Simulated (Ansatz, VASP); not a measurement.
**TiAl: VASP beside Ansatz**

INCAR

```
ALGO = Normal
EDIFF = 1E-7
ENCUT = 520
GGA = PS
ISIF = 2
ISMEAR = 0
LASPH = T
LCHARG = T
LELF = T
LREAL = F
LVHAR = T
LWAVE = F
NBANDS = 14
NELM = 80
PREC = Accurate
SIGMA = 0.15
```

Contents of KPOINTS:

```
k-points
0
Gamma
  21 21 12
```

The input POSCAR:

```
TiAl
1.0
    2.7287456384      0.0000000000      0.0000000000
   -1.3643728192      2.3631630433      0.0000000000
    0.0000000000      0.0000000000      4.4264757762
Ti Al
1 1
Direct
    0.0000000000      0.0000000000      0.0000000000
    0.3333333333      0.6666666667      0.5000000000
```

Input for Ansatz:

```yaml
crystal:
  lattice:
    - [2.7287456384, 0.0, 0.0]
    - [-1.3643728192, 2.3631630433, 0.0]
    - [0.0, 0.0, 4.4264757762]
  atoms:
    - { symbol: Ti, position: [0.0, 0.0, 0.0] }
    - { symbol: Al, position: [0.3333333333, 0.6666666667, 0.5] }
basis:
  ecutwfc: 520.0
kpoints:
  mp_grid: { grid: [21, 21, 12] }
hamiltonian:
  xc: pbesol
  pseudopotentials: { kind: paw, azcp: { folder: soft_1 } }
scf:
  occupations: { method: gaussian, width: 0.15 }
  lower_state_search: "off"
output:
  forces: true
  stress: true
  eigenvalues: true
```

Alike in both runs: task single point; functional PBEsol; k mesh 21 × 21 × 12; occupations gaussian, width 0.15 eV; no spin polarisation.

|  | VASP | Ansatz |
| --- | --- | --- |
| version | VASP 6.6.1 | Ansatz 0.2.0 |
| potentials or method | VASP PAW PBE potentials, release 64 (Ti_sv, Al), cutoff 520 eV | scalar-relativistic, plane waves, PAW |
| valence electrons in the cell | 15 | 15 |

```tsv
	VASP	Ansatz	Ansatz less VASP
gap on the k mesh at the Fermi level (eV)	none	none	-
pressure (GPa)	18.2	18.2	+0.03
traceless stress, the component that is largest in VASP (GPa)	2.42	2.31	-0.103
```

VASP's potentials were made for PBE, not for PBEsol, and Ansatz warns of the same on its side. A gap of «none» marks a metal or a gap that the smearing closes.
